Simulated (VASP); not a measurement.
CdS:

```
Cd S
1.0
     0.00000    2.93921    2.93921
     2.93921    0.00000    2.93921
     2.93921    2.93921    0.00000
Cd S
1 1
Direct
  0.00000 0.00000 0.00000
  0.25000 0.25000 0.25000
```

Base run:

```yaml
Program: VASP 6.6.1
Functional: r2SCAN
Potentials_or_basis: VASP PAW PBE potentials, release 64 (Cd, S)
Cutoff: 520 eV
k_mesh: 8 × 8 × 8
Occupations: gaussian, width 0.01 eV
Spin: no spin polarisation
```

Its results: band gap on the k mesh 1.54 eV, direct; pressure 0.3 GPa.

Task: The run is repeated on the same cell with these changes: functional from r2SCAN to PBE; k mesh from 8 × 8 × 8 to 4 × 4 × 4. What comes out?

Result: Band gap on the k mesh 1.09 eV, direct; pressure 1.9 GPa.

Several settings changed at once, so the effect can't be laid on one alone.

Caveats: some runs use coarse meshes; the PAW data sets were made with another functional, which shifts forces and pressure a little (some runs).

